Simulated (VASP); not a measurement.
Input of a VASP 6.6.1 run:

INCAR

```
ALGO = Normal ; EDIFF = 1E-6
ENCUT = 520 ; GGA = PE
ISIF = 2 ; ISMEAR = 0
LASPH = True ; LCHARG = True
LELF = True ; LREAL = False
LVHAR = True ; LWAVE = False
NBANDS = 36 ; NELM = 60
PREC = Accurate ; SIGMA = 0.1
```

File KPOINTS:

```
k-points
0
Gamma
  6 6 4
```

File POSCAR:

```
Ta2N
1.0
    5.1231598700      0.0000000000      0.0000000000
   -2.5615799300      4.4367865900      0.0000000000
    0.0000000000      0.0000000000      4.1874003500
Ta N
4 2
Direct
    0.5000000000      0.0000000000      0.5000000000
    0.0000000000      0.5000000000      0.5000000000
    0.5000000000      0.5000000000      0.5000000000
    0.0000000000      0.0000000000      0.0000000000
    0.3333333300      0.6666666700      0.5000000000
    0.6666666700      0.3333333300      0.5000000000
```

Potentials or basis: VASP PAW PBE potentials, release 64 (Ta_pv, N).

The run is started by

```bash
$ cat potpaw_PBE.64/Ta_pv/POTCAR potpaw_PBE.64/N/POTCAR > POTCAR
$ mpirun -np 1 vasp_std > vasp.out
```

What does it give for the band gap on the k mesh?

Zero (band 27 reaches 5.86 eV, above the bottom of band 28 at 4.57 eV).

Predict the pressure.

211.7 GPa.

Stress tensor (GPa, compression positive):
```
331.19   0.00   0.00
  0.00 331.19   0.00
  0.00   0.00 -27.29
```

Caveat: the k points lie up to 0.38 Å⁻¹ apart; spin-orbit coupling is left out, which moves the levels of the heavy elements.
